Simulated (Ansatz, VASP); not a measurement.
**ReP2 in VASP and in Ansatz**

```xyz
3
Lattice="4.3932 0.0000 0.0000 -2.1966 3.8046 0.0000 0.0000 0.0000 2.5902" Properties=species:S:1:pos:R:3 pbc="T T T"
Re    0.0000    0.0000    1.2951
P     0.0000    2.5364    1.2951
P     2.1966    1.2682    1.2951
```

Alike in both runs: functional PBE; k mesh 12 × 12 × 18; occupations gaussian, width 0.1 eV; no spin polarisation.

Ansatz relaxed the structure, and its values are those at the end. VASP's run is a single point on that final structure, the one shown.

```csv
,VASP,Ansatz
version,VASP 6.6.1,Ansatz 0.2.0
potentials or method,"VASP PAW PBE potentials, release 64 (Re_sv_GW, P), cutoff 500 eV","scalar-relativistic, plane waves, PAW"
valence electrons in the cell,25,25
```

VASP gave:

- gap on the k mesh at the Fermi level (eV): none
- pressure (GPa): -1.0

Q: Estimate Ansatz's values.

A: gap on the k mesh at the Fermi level (eV): none; pressure (GPa): 0.0.

A gap of «none» marks a metal or a gap that the smearing closes. The functional is the same, so the differences come from potentials, cutoffs and numerics.

Spin-orbit coupling is off throughout.
